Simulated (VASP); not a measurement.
The system is SnO2.

```
Sn O
1.0
    -3.24890    3.41447    3.41402
     3.24890   -3.41447    3.41402
     3.24890    3.41447   -3.41402
Sn O
4 8
Direct
  0.99640 0.24640 0.75000
  0.00360 0.75360 0.25000
  0.50000 0.50000 0.50000
  0.50000 0.00000 0.00000
  0.19350 0.19623 0.50272
  0.69756 0.75406 0.94351
  0.19350 0.69078 0.99728
  0.31056 0.75406 0.55649
  0.68944 0.24594 0.44350
  0.30244 0.24594 0.05649
  0.80650 0.30922 0.00272
  0.80650 0.80377 0.49728
```

Base run:

- Program: VASP 6.6.1
- Functional: PBE
- Potentials or basis: VASP PAW PBE potentials, release 64 (Sn_d, O)
- Cutoff: 520 eV
- k mesh: 5 × 5 × 5
- Occupations: fermi-dirac, width 0.02 eV
- Spin: no spin polarisation

Its results: band gap on the k mesh 0.62 eV; pressure -0.2 GPa; largest force 0.058 eV/Å.

Q: The run is repeated on the same cell with these changes: functional from PBE to r2SCAN. What comes out?

A: Band gap on the k mesh 1.29 eV; pressure -7.5 GPa; largest force 0.076 eV/Å.

r2SCAN gives the wider gap, since meta-GGAs in the generalised Kohn-Sham scheme recover part of the derivative discontinuity.

Caveats: spin-orbit coupling is left out, which moves the levels of the heavy elements; the PAW data sets were made with another functional, which shifts forces and pressure a little (some runs).

